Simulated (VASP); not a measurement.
Wanted: the native input for a VASP 6.6.1 run.

- Task: single point
- Functional: r2SCAN
- Potentials or basis: VASP PAW PBE potentials, release 64 (Cu)
- Cutoff: 520 eV
- k mesh: 24 × 24 × 24
- Occupations: gaussian, width 0.15 eV
- Spin: no spin polarisation
- Dipole correction: no
- Further INCAR settings: ALGO = Normal; EDIFF = 1e-06; NBANDS = 12

Cu:

```
Cu
1.0
    -1.48608    1.48608    1.41736
     1.48608   -1.48608    1.41736
     1.48608    1.48608   -1.41736
Cu
1
Direct
  0.00000 0.00000 0.00000
```

This cell differs from its parent crystal: strain +0.030 along x and y, +0.030 along z.

One way to write it, as run:

POSCAR

```
Cu
1.0
   -1.4860771196      1.4860771196      1.4173638935
    1.4860771196     -1.4860771196      1.4173638935
    1.4860771196      1.4860771196     -1.4173638935
Cu
1
Direct
    0.0000000000      0.0000000000      0.0000000000
```

INCAR.step1

```
SYSTEM = Cu
PREC     = Accurate       ! precision mode
ENCUT    = 520            ! plane-wave cutoff, eV
ISMEAR   = 0              ! smearing method
SIGMA    = 0.15           ! smearing width, eV
LREAL    = .False.        ! projectors in reciprocal space
LASPH    = .True.         ! aspherical terms in the spheres
NELM     = 60             ! most SCF steps
NBANDS   = 12             ! bands
GGA      = PE             ! functional
ALGO     = Normal         ! electronic algorithm
EDIFF    = 1E-4           ! SCF threshold, eV
LWAVE    = .True.         ! write WAVECAR
LCHARG   = .False.        ! write CHGCAR
```

INCAR.step2

```
SYSTEM = Cu
PREC     = Accurate       ! precision mode
ENCUT    = 520            ! plane-wave cutoff, eV
EDIFF    = 1E-6           ! SCF threshold, eV
ISMEAR   = 0              ! smearing method
SIGMA    = 0.15           ! smearing width, eV
LREAL    = .False.        ! projectors in reciprocal space
LASPH    = .True.         ! aspherical terms in the spheres
NELM     = 60             ! most SCF steps
ALGO     = Normal         ! electronic algorithm
ISIF     = 2              ! what is computed and relaxed
LWAVE    = .False.        ! write WAVECAR
LCHARG   = .False.        ! write CHGCAR
METAGGA  = R2SCAN         ! meta-GGA
LMIXTAU  = .True.       
NBANDS   = 12             ! bands
ISTART   = 1
```

KPOINTS

```
regular mesh
0
Gamma
  24 24 24
  0 0 0
```

Potentials or basis: VASP PAW PBE potentials, release 64 (Cu).

The run is started by

```bash
$ cat potpaw_PBE.64/Cu/POTCAR > POTCAR
$ cp INCAR.step1 INCAR
$ mpirun -np 1 vasp_std > vasp.out
$ cp INCAR.step2 INCAR
$ mpirun -np 1 vasp_std > vasp.out
```

It gave:

* Pressure: -10.6 GPa
* Band gap on the k mesh: zero (an odd number of electrons rules out a gap without spin polarisation)

Caveat: the cell differs from its parent crystal (strain +0.030 along x and y, +0.030 along z); the cell stands under tension; the PAW data sets were made with another functional, which shifts forces and pressure a little.

Wall time 5.5 min on 1 thread of Intel(R) Xeon(R) Platinum 8488C (Sapphire Rapids), with other jobs on the host, peak memory 0.26 GiB.
